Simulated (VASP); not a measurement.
Runs of VASP 6.6.1 on O. The structure is that of space group P2/c (No. 13), or close to it. The cells are those of the table. 

| cell | gap on the mesh (eV) | pressure (GPa) | largest force (eV/Å) |
| --- | --- | --- | --- |
| a = 3.918, b = 3.815, c = 3.138 Å, angles 90.0, 108.6, 90.0°, 4 atoms | 0.66 | 0.4 | 0.82 |
| a = 3.840, b = 3.738, c = 3.075 Å, angles 90.0, 108.6, 90.0°, 4 atoms | 0.70 | (c) | 0.95 |
| a = 3.866, b = 3.764, c = 3.096 Å, angles 90.0, 108.6, 90.0°, 4 atoms | 0.69 | 5.7 | (b) |
| a = 3.892, b = 3.789, c = 3.117 Å, angles 90.0, 108.6, 90.0°, 4 atoms | 0.67 | 2.9 | 0.30 |
| a = 3.943, b = 3.839, c = 3.158 Å, angles 90.0, 108.6, 90.0°, 4 atoms | 0.64 | (a) | 1.32 |
| a = 3.969, b = 3.864, c = 3.178 Å, angles 90.0, 108.6, 90.0°, 4 atoms | 0.63 | -3.8 | 1.79 |

Alike in all rows: task single point; level PBE; potentials or basis VASP PAW PBE potentials, release 64 (O); no spin polarisation; k mesh 7 × 7 × 9; cutoff (eV) 520; smearing fermi-dirac 0.05 eV.

Fill in the values left out.

(a) -1.8; (b) 0.33; (c) 8.7.

Caveats: the standard files for N, O and F lose accuracy on very short bonds; spin is off for a triplet molecule; forces of over 1 eV/Å act on the atoms, so gaps and moduli don't describe the material at rest (some runs).

A k mesh can miss the band edges.
